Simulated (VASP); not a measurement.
# Mo (I4mm) in VASP: single point with PBE

Aim: the single point of Mo with PBE.

Everything below comes from runs of VASP 6.6.1. Logs are shortened: lines on timing, memory, paths and dates and some standing lists are left out, and cuts for length are marked.

## 1. The cell of the first run

Symmetry: I4mm, No. 107, tetragonal system. The conventional cell has a = 6.284 Å, b = 6.284 Å, c = 6.284 Å, α = 90.00°, β = 90.00°, γ = 90.00°. Within 3.5 Å of Mo (site symmetry 4mm) lie 14 Mo at 2.69 to 3.20 Å. Mo (site symmetry m) has 14 Mo at 2.69 to 3.14 Å within 3.5 Å. Within 3.6 Å of Mo (site symmetry 4mm) lie 14 Mo at 2.72 to 3.20 Å. Within 3.6 Å of Mo (site symmetry 2mm) lie 14 Mo at 2.72 to 3.14 Å.

## 2. Single point, PBE (atom 1 (Mo) moved +0.060 Å along Cartesian [1 0 0])

INCAR reads:

```
PREC = Accurate ; ENCUT = 520
EDIFF = 1E-6 ; ISMEAR = 0
SIGMA = 0.15 ; LREAL = False
LASPH = True ; NELM = 100
ALGO = Fast ; ISIF = 2
LWAVE = False ; LCHARG = False
GGA = PE ; NBANDS = 66
```

KPOINTS reads:

```
Automatic mesh
0
Gamma
  12 12 12
```

POSCAR reads:

```
Mo
1.0
   -3.1420000000     -3.1420000000      3.1420000000
   -3.1420000000      3.1420000000     -3.1420000000
    3.1420000000     -3.1420000000     -3.1420000000
Mo
8
Direct
    0.4904519414      0.4904519414      0.5000000000
    0.0000000000      0.5000000000      0.5000000000
    0.5000000000      0.0000000000      0.5000000000
    0.0000000000      0.0000000000      0.5000000000
    0.5000000000      0.5000000000      0.0000000000
    0.0000000000      0.5000000000      0.0000000000
    0.5000000000      0.0000000000      0.0000000000
    0.0000000000      0.0000000000      0.0000000000
```

Potentials or basis: VASP PAW PBE potentials, release 64 (Mo_sv).

The run is started by

```console
> cat potpaw_PBE.64/Mo_sv/POTCAR > POTCAR
> mpirun -np 1 vasp_std > vasp.out
```

OUTCAR:

```text
PREC = Accurate
   ENCUT = 520
   EDIFF = 1E-6
   ISMEAR = 0
   LREAL = False
   LASPH = True
   NELM = 100
   ISIF = 2
   GGA = PE

 ion  position               nearest neighbor table
   1  0.490  0.490  0.500-   2 2.69   3 2.69   5 2.69   8 2.69   2 2.76   3 2.76   5 2.76   8 2.76
                             4 3.08   6 3.14   6 3.14   7 3.14   7 3.14   4 3.20
   2  0.000  0.500  0.500-   1 2.69   4 2.72   6 2.72   7 2.72   6 2.72   4 2.72   7 2.72   1 2.76
                             5 3.14   8 3.14   8 3.14   5 3.14   3 3.14   3 3.14
   3  0.500  0.000  0.500-   1 2.69   4 2.72   6 2.72   7 2.72   7 2.72   4 2.72   6 2.72   1 2.76
                             5 3.14   5 3.14   8 3.14   8 3.14   2 3.14   2 3.14
   4  0.000  0.000  0.500-   2 2.72   3 2.72   5 2.72   8 2.72   8 2.72   2 2.72   3 2.72   5 2.72
                             1 3.08   6 3.14   7 3.14   7 3.14   6 3.14   1 3.20
   5  0.500  0.500  0.000-   1 2.69   6 2.72   7 2.72   4 2.72   7 2.72   6 2.72   4 2.72   1 2.76
                             2 3.14   3 3.14   8 3.14   2 3.14   8 3.14   3 3.14
   6  0.000  0.500  0.000-   2 2.72   3 2.72   5 2.72   8 2.72   2 2.72   8 2.72   5 2.72   3 2.72
                             4 3.14   7 3.14   7 3.14   4 3.14   1 3.14   1 3.14
   7  0.500  0.000  0.000-   2 2.72   3 2.72   5 2.72   8 2.72   3 2.72   5 2.72   8 2.72   2 2.72
                             6 3.14   4 3.14   6 3.14   4 3.14   1 3.14   1 3.14
   8  0.000  0.000  0.000-   1 2.69   4 2.72   6 2.72   7 2.72   4 2.72   6 2.72   7 2.72   1 2.76
                             3 3.14   2 3.14   2 3.14   3 3.14   5 3.14   5 3.14

  LATTYP: Found a body centered cubic cell.
 ALAT       =     6.2840000000

  Lattice vectors:

 A1 = (  -3.1420000000,  -3.1420000000,   3.1420000000)
 A2 = (  -3.1420000000,   3.1420000000,  -3.1420000000)
 A3 = (   3.1420000000,  -3.1420000000,  -3.1420000000)

Analysis of symmetry for initial positions (statically):
=====================================================================
 Subroutine PRICEL returns:
 Original cell was already a primitive cell.

 Routine SETGRP: Setting up the symmetry group for a
 body centered cubic supercell.

 Subroutine GETGRP returns: Found  8 space group operations
 (whereof  2 operations were pure point group operations)
 out of a pool of 48 trial point group operations.

The static configuration has the point symmetry C_1h.
 The point group associated with its full space group is C_4v.

Analysis of symmetry for dynamics (positions and initial velocities):
=====================================================================
 Subroutine PRICEL returns:
 Original cell was already a primitive cell.

 Routine SETGRP: Setting up the symmetry group for a
 body centered cubic supercell.

 Subroutine GETGRP returns: Found  8 space group operations
 (whereof  2 operations were pure point group operations)
 out of a pool of 48 trial point group operations.

The dynamic configuration has the point symmetry C_1h.
 The point group associated with its full space group is C_4v.

 Subroutine INISYM returns: Found  8 space group operations
 (whereof  2 operations are pure point group operations),
 and found     1 'primitive' translations

----------------------------------------------------------------------------------------

                                     Primitive cell

  volume of cell :     124.0734

  direct lattice vectors                    reciprocal lattice vectors
    -3.142000000 -3.142000000  3.142000000    -0.159134309 -0.159134309  0.000000000
    -3.142000000  3.142000000 -3.142000000    -0.159134309  0.000000000 -0.159134309
     3.142000000 -3.142000000 -3.142000000     0.000000000 -0.159134309 -0.159134309

  length of vectors
     5.442103637  5.442103637  5.442103637     0.225049899  0.225049899  0.225049899

  position of ions in fractional coordinates (direct lattice)
     0.490451941  0.490451941  0.500000000
     0.000000000  0.500000000  0.500000000
     0.500000000  0.000000000  0.500000000
     0.000000000  0.000000000  0.500000000
     0.500000000  0.500000000  0.000000000
     0.000000000  0.500000000  0.000000000
     0.500000000  0.000000000  0.000000000
     0.000000000  0.000000000  0.000000000

  ion indices of the primitive-cell ions
   primitive index   ion index
                 1           1
                 2           2
                 3           3
                 4           4
                 5           5
                 6           6
                 7           7
                 8           8

----------------------------------------------------------------------------------------

 KPOINTS: Automatic mesh

Automatic generation of k-mesh.
 Grid dimensions read from file:
 generate k-points for:   12   12   12

 Generating k-lattice:

  Cartesian coordinates                     Fractional coordinates (reciprocal lattice)
    -0.013261192 -0.013261192  0.000000000     0.083333333  0.000000000  0.000000000
    -0.013261192  0.000000000 -0.013261192     0.000000000  0.083333333  0.000000000
     0.000000000 -0.013261192 -0.013261192     0.000000000  0.000000000  0.083333333

  Length of vectors
     0.018754158  0.018754158  0.018754158

  Shift w.r.t. Gamma in fractional coordinates (k-lattice)
     0.000000000  0.000000000  0.000000000

 Subroutine IBZKPT returns following result:
 ===========================================

 Found    163 irreducible k-points:

 Following reciprocal coordinates:
            Coordinates               Weight
  0.000000  0.000000  0.000000      1.000000
  0.083333  0.000000  0.000000      8.000000
  0.000000  0.000000  0.083333      4.000000
  0.166667  0.000000  0.000000      8.000000
  0.000000  0.000000  0.166667      4.000000
  0.250000  0.000000  0.000000      8.000000
[... 16 lines left out ...]
 -0.000000  0.333333  0.083333     16.000000
  0.083333 -0.000000  0.333333     16.000000
 [... further k-points ...]
   k-points           NKPTS =    163   k-points in BZ     NKDIM =    163   number of bands    NBANDS=     66
   number of dos      NEDOS =    301   number of ions     NIONS =      8
   total plane-waves  NPLWV =  64000
   dimension x,y,z NGX =    40 NGY =   40 NGZ =   40
   dimension x,y,z NGXF=    80 NGYF=   80 NGZF=   80
   ions per type =               8
   NGX,Y,Z   is equivalent  to a cutoff of  12.22, 12.22, 12.22 a.u.
   NGXF,Y,Z  is equivalent  to a cutoff of  24.44, 24.44, 24.44 a.u.
 SYSTEM =  unknown system
   PREC   = accura    normal or accurate (medium, high low for compatibility)
   ISTART =      0    job   : 0-new  1-cont  2-samecut
   ICHARG =      2    charge: 1-file 2-atom 10-const
   ISPIN  =      1    spin polarized calculation?
   LNONCOLLINEAR =      F non collinear calculations
   LSORBIT =      F    spin-orbit coupling
   LASPH  =      T    aspherical Exc in radial PAW
   ENCUT  =  520.0 eV  38.22 Ry    6.18 a.u.  10.12 10.12 10.12*2*pi/ulx,y,z
   NELM   =    100;   NELMIN=  2; NELMDL= -5     # of ELM steps
   EDIFF  = 0.1E-05   stopping-criterion for ELM
   LREAL  =      F    real-space projection
[... 7 lines left out ...]
   TEBEG  =    0.0;   TEEND  =   0.0 temperature during run
   PSTRESS=    0.0 pullay stress
   NELECT =     112.0000    total number of electrons
   NUPDOWN=      -1.0000    fix difference up-down
   EMIN   =  10.00;   EMAX   =-10.00  energy-range for DOS
   EFERMI =   0.00;   METHOD = LEGACY
   ISMEAR =     0;   SIGMA  =   0.15  broadening in eV -4-tet -1-fermi 0-gaus
   EFERMI_NEDOS =   21; number of points for ismear=-14 and -15
   IALGO  =     68    algorithm
   IMIX   =      4    mixing-type and parameters
     AMIX     =   0.40;   BMIX     =  1.00
     AMIX_MAG =   1.60;   BMIX_MAG =  1.00
  volume/ion in A,a.u.               =      15.51       104.66
  Fermi-wavevector in a.u.,A,eV,Ry     =   1.582176  2.989878 34.059184  2.503279
  Thomas-Fermi vector in A             =   2.682139
   LORBIT       =      0    0 simple, 1 ext, 2 COOP (PROOUT), +10 PAW based schemes
   GGA     = PE    functional components
   LHFCALC =     F    Hartree Fock is set to
   AEXX    =    0.0000 exact exchange contribution
   IVDW    =     0    specifies the selected vdW correction
   LEPSILON=     F    determine dielectric tensor
   LRPA    =     F    only Hartree local field effects (RPA)
 non-spin polarized calculation
 RMM-DIIS sequential band-by-band and
 Gauss-broadening in eV      SIGMA  =   0.15
  energy-cutoff  :      520.00
  volume of cell :      124.07
 maximum number of plane-waves:      3370
   NGX = 21   NGY = 21   NGZ = 21

 number of electron     112.0000001 magnetization

 Free energy of the ion-electron system (eV)
  ---------------------------------------------------
  ext. energy  EPLUGINS =         0.00000000
  ---------------------------------------------------
  free energy    TOTEN  =       -87.44542707 eV

  energy without entropy =      -87.38540467  energy(sigma->0) =      -87.41541587

 E-fermi :  12.7573     XC(G=0): -13.4345

 val. band max:       12.7572782671   @ k =  -0.4167   0.5000   0.1667
 cond. band min:      12.7602685757   @ k =   0.0000   0.0000   0.4167
 fundamental gap:      0.0029903086
 Fermi energy:        12.7573427518

 k-point     1 :       0.0000    0.0000    0.0000
  band No.  band energies     occupation
      1     -48.5613      2.00000
      2     -48.2888      2.00000
      3     -48.2878      2.00000
      4     -48.2869      2.00000
      5     -48.2869      2.00000
      6     -48.2869      2.00000
[... 58 lines left out ...]
     65      15.0651      0.00000
     66      15.0655      0.00000

 k-point     2 :       0.0833    0.0000    0.0000
  band No.  band energies     occupation
      1     -48.5567      2.00000
      2     -48.2925      2.00000
      3     -48.2883      2.00000
      4     -48.2871      2.00000
      5     -48.2869      2.00000
      6     -48.2869      2.00000
[... 58 lines left out ...]
     65      15.0670      0.00000
     66      15.2813      0.00000

 k-point     3 :       0.0000    0.0000    0.0833
  band No.  band energies     occupation
      1     -48.5567      2.00000
      2     -48.2924      2.00000
      3     -48.2889      2.00000
      4     -48.2886      2.00000
      5     -48.2869      2.00000
      6     -48.2849      2.00000
[... 1438 lines left out ...]
     65      14.3660      0.00000
     66      14.5899      0.00000

 k-point    24 :       0.0833   -0.0000    0.3333
  band No.  band energies     occupation
      1     -48.4755      2.00000
      2     -48.3716      2.00000
      3     -48.3076      2.00000
      4     -48.2983      2.00000
      5     -48.2746      2.00000
      6     -48.2710      2.00000
[... 58 lines left out ...]
     65      14.3405      0.00000
     66      14.5619      0.00000

 [... further k-points ...]
[... 5 lines left out ...]
  --------------------------------------------------------------------------------------
  -------------------------------------------------------------------------------------
  Total        4.3122442      4.1967546      4.1967546     -0.0000000      0.0000000      0.0000000
  in kB       55.6846368     54.1933038     54.1933038     -0.0000000      0.0000000      0.0000000
  external PRESSURE =      54.6904148 kB  Pullay stress =       0.0000000 kB

 VOLUME and BASIS-vectors are now :
 -----------------------------------------------------------------------------
  energy-cutoff  :      520.00
  volume of cell :      124.07
      direct lattice vectors                 reciprocal lattice vectors
    -3.142000000 -3.142000000  3.142000000    -0.159134309 -0.159134309  0.000000000
    -3.142000000  3.142000000 -3.142000000    -0.159134309  0.000000000 -0.159134309
     3.142000000 -3.142000000 -3.142000000     0.000000000 -0.159134309 -0.159134309

 POSITION                                       TOTAL-FORCE (eV/Angst)
 -----------------------------------------------------------------------------------
     -1.51100     -1.57100     -1.57100        -0.778421     -0.000000     -0.000000
      0.00000      0.00000     -3.14200         0.070786      0.095237     -0.095237
      0.00000     -3.14200      0.00000         0.070786     -0.095237      0.095237
      1.57100     -1.57100     -1.57100         0.394746     -0.000000     -0.000000
     -3.14200      0.00000      0.00000         0.070786     -0.095237     -0.095237
     -1.57100      1.57100     -1.57100         0.050265     -0.000000     -0.000000
     -1.57100     -1.57100      1.57100         0.050265     -0.000000     -0.000000
      0.00000      0.00000      0.00000         0.070786      0.095237      0.095237
 -----------------------------------------------------------------------------------
    total drift:                                0.000061     -0.000000     -0.000000

  FREE ENERGIE OF THE ION-ELECTRON SYSTEM (eV)
  ---------------------------------------------------
  free  energy   TOTEN  =       -87.4454270739 eV

  energy  without entropy=      -87.3854046716  energy(sigma->0) =      -87.41541587
```

Wall time 21 min (1 thread of Oxide Virtual Turin-like, shared host); peak memory 0.82 GiB.

Results:

```
Free energy            : -87.4454 eV
Pressure               : 5.5 GPa
Largest force          : 0.778 eV/Å
Band gap on the k mesh : zero (bands 56 and 57 overlap by 2.28 eV)
```

Forces on the atoms (eV/Å):
```
Mo  -0.778  0.000  0.000
Mo   0.071  0.095 -0.095
Mo   0.071 -0.095  0.095
Mo   0.395  0.000  0.000
Mo   0.071 -0.095 -0.095
Mo   0.050  0.000  0.000
Mo   0.050  0.000  0.000
Mo   0.071  0.095  0.095
```

Levels at points of the mesh, in eV from the Fermi level:
```tsv
k point	band 54	band 55	band 56	band 57	band 58	band 59
(0.00, 0.00, 0.00)	1.60	1.62	1.62	1.63	1.65	1.66
(0.50, 0.00, 0.00)	-1.54	-0.88	-0.77	0.25	0.29	0.97
(0.00, 0.00, 0.50)	-1.61	-0.82	-0.82	0.26	0.27	1.03
(0.50, 0.50, 0.50)	-0.67	-0.67	-0.67	-0.67	-0.66	-0.66
```

Caveat: the cell differs from its parent crystal (atom 1 (Mo) moved +0.060 Å along Cartesian [1 0 0]); the cell stands under pressure.
